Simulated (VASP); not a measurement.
A run of VASP 6.6.1:

Contents of INCAR:

```
PREC = Accurate ; ENCUT = 600
EDIFF = 1E-6 ; ISMEAR = 0
SIGMA = 0.1 ; LREAL = False
LASPH = True ; NELM = 100
ALGO = Normal ; ISIF = 3
LWAVE = False ; LCHARG = False
GGA = PE ; IBRION = 2
NSW = 90 ; EDIFFG = -0.04
```

The input KPOINTS:

```
regular mesh
0
Gamma
  6 6 4
```

POSCAR

```
BaHf3O2
1.0
    5.5857012500      0.0000000000      0.0000000000
   -2.7928506200      4.8373591800      0.0000000000
    0.0000000000      0.0000000000      3.9232264800
Ba Hf O
1 3 2
Direct
    0.0000000000      0.0000000000      0.8888130200
    0.5000000000      0.5000000000      0.4595159900
    0.5000000000      0.0000000000      0.4595159900
    0.0000000000      0.5000000000      0.4595159900
    0.6666666700      0.3333333300      0.9631379800
    0.3333333300      0.6666666700      0.9631379800
```

Potentials or basis: VASP PAW PBE potentials, release 64 (Ba_sv, Hf_pv, O).

Run with:

```bash
$ cat potpaw_PBE.64/Ba_sv/POTCAR potpaw_PBE.64/Hf_pv/POTCAR potpaw_PBE.64/O/POTCAR > POTCAR
$ mpirun -np 1 vasp_std > vasp.out
```

Hardware: 1 thread of Intel(R) Xeon(R) Platinum 8259CL CPU @ 2.50GHz (Skylake/Cascade Lake) (shared host).

Problem. Estimate the wall time of this run.

Solution. Wall time 23 min on 1 thread of Intel(R) Xeon(R) Platinum 8259CL CPU @ 2.50GHz (Skylake/Cascade Lake), with other jobs on the host, peak memory 0.33 GiB. Counts: scf iterations 189, k points 21, ion steps 24.
